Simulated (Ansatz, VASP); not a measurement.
**Two plane-wave programs on SnSe2**

Contents of POSCAR:

```
SnSe2
1.0
    3.8251493298      0.0000000000      0.0000000000
   -1.9125746649      3.3126764929      0.0000000000
    0.0000000000      0.0000000000      5.9779959018
Sn Se
1 2
Direct
    0.0000000000      0.0000000000      0.0000000000
    0.3333333333      0.6666666667      0.2622803274
    0.6666666667      0.3333333333      0.7377196726
```

The input INCAR.step1:

```
  PREC = Accurate
  ENCUT = 520
  ISMEAR = -1
  SIGMA = 0.02
  LREAL = False
  LASPH = True
  NELM = 150
  MAGMOM = 0 0 0 0 0 0 0 0 0
  LSORBIT = True
  GGA_COMPAT = False
  NBANDS = 39
  GGA = PE
  ALGO = Normal
  EDIFF = 1E-4
  LWAVE = True
  LCHARG = False
```

File INCAR.step2:

```
  PREC = Accurate
  ENCUT = 520
  EDIFF = 1E-6
  ISMEAR = -1
  SIGMA = 0.02
  LREAL = False
  LASPH = True
  NELM = 150
  ALGO = Normal
  ISIF = 2
  LWAVE = False
  LCHARG = True
  MAGMOM = 0 0 0 0 0 0 0 0 0
  LORBIT = 11
  LSORBIT = True
  GGA_COMPAT = False
  LORBMOM = True
  METAGGA = R2SCAN
  LMIXTAU = True
  LVHAR = True
  NBANDS = 39
  ISTART = 1
```

The input KPOINTS:

```
Automatic mesh
0
Gamma
  12 12 4
```

Input for Ansatz:

```yaml
crystal:
  lattice:
    - [3.8251493298, 0.0, 0.0]
    - [-1.9125746649, 3.3126764929, 0.0]
    - [0.0, 0.0, 5.9779959018]
  atoms:
    - { symbol: Sn, position: [0.0, 0.0, 0.0] }
    - { symbol: Se, position: [0.3333333333, 0.6666666667, 0.2622803274] }
    - { symbol: Se, position: [0.6666666667, 0.3333333333, 0.7377196726] }
kpoints:
  mp_grid: { grid: [12, 12, 4] }
  band_path:
    path:
      - [0.0, 0.0, 0.0]
      - [0.5, 0.0, 0.0]
      - [0.3333333333, 0.3333333333, 0.0]
      - [0.0, 0.0, 0.5]
      - [0.5, 0.0, 0.5]
      - [0.3333333333, 0.3333333333, 0.5]
      - [0.070313, 0.070312, 0.0]
      - [0.0, 0.4375, 0.333333]
    npoints: 1
hamiltonian:
  xc: r2scan
scf:
  occupations: { method: fermi_dirac, width: 0.02 }
  n_extra_bands: 8
magnetization:
  noncollinear: true
  spin_orbit: true
output:
  forces: true
  stress: true
  eigenvalues: true
```

Change from the starting cell: uniaxial_z strain -4.0%.

Alike in both runs: task single point; functional r2SCAN; k mesh 12 × 12 × 4; occupations fermi-dirac, width 0.02 eV; non-collinear spin, spin-orbit coupling.

|  | VASP | Ansatz |
| --- | --- | --- |
| version | VASP 6.6.1 | Ansatz 0.2.0 |
| potentials or method | VASP PAW PBE potentials, release 64 (Sn_d, Se) | plane waves, PAW |
| plane-wave cutoff (eV) | 520 | 500 |
| valence electrons in the cell | 26 | 46 |

|  | VASP | Ansatz | Ansatz less VASP |
| --- | --- | --- | --- |
| pressure (GPa) | 2.0 | 2.0 | -0.08 |
| traceless stress, the component that is largest in VASP (GPa) | 0.47 | 0.47 | 0.000 |
| rms of the force components (eV/Å) | 0.007 | 0.016 | +0.0082 |
| net moment per atom (μB) | 0.00 | 0.00 | 0.000 |

VASP's potentials were made for PBE, not for r2SCAN. Atom by atom the forces differ by 0.008 eV/Å (rms over components). VASP's potentials hold 26 valence electrons a cell and Ansatz's 46, so a difference there can come from the potentials and not from the codes.
